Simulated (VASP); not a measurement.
Set up this calculation in VASP 6.6.1, as the native input.

| Item | Value |
| --- | --- |
| Task | single point |
| Functional | PBEsol |
| Potentials or basis | VASP PAW PBE potentials, release 64 (Cs_sv, I) |
| Cutoff | 500 eV |
| k mesh | 4 × 4 × 4 |
| Occupations | fermi-dirac, width 0.01 eV |
| Spin | no spin polarisation |
| Dipole correction | no |
| Further INCAR settings | ALGO = Normal; EDIFF = 1e-06; NBANDS = 15 |

The structure of CsI lies in POSCAR:

```
CsI
1.0
    4.5667000000      0.0000000000      0.0000000000
    0.0000000000      4.5667000000      0.0000000000
    0.0000000000      0.0000000000      4.5667000000
Cs I
1 1
Direct
    0.0000000000      0.0000000000      0.0000000000
    0.5000000000      0.5000000000      0.5000000000
```

One way to write it, as run:

INCAR

```
PREC = Accurate
ENCUT = 500
EDIFF = 1E-6
ISMEAR = -1
SIGMA = 0.01
LREAL = False
LASPH = True
NELM = 120
ALGO = Normal
ISIF = 2
LWAVE = False
LCHARG = False
GGA = PS
NBANDS = 15
GGA_COMPAT = False
```

KPOINTS

```
regular mesh
0
Gamma
  4 4 4
```

Potentials or basis: VASP PAW PBE potentials, release 64 (Cs_sv, I).

Run with:

```bash
$ cat potpaw_PBE.64/Cs_sv/POTCAR potpaw_PBE.64/I/POTCAR > POTCAR
$ mpirun -np 1 vasp_std > vasp.out
```

Results of the run:

```json
{"Pressure": "-0.4 GPa", "Band gap on the k mesh": "3.70 eV (least direct gap 3.79 eV)"}
```

Caveat: the PAW data sets were made with another functional, which shifts forces and pressure a little; spin-orbit coupling is left out, which moves the levels of the heavy elements.

Run time: 30 s on 1 thread of AMD EPYC 7R43 64-Core Processor (Zen 3) (shared host), peak memory 0.16 GiB.
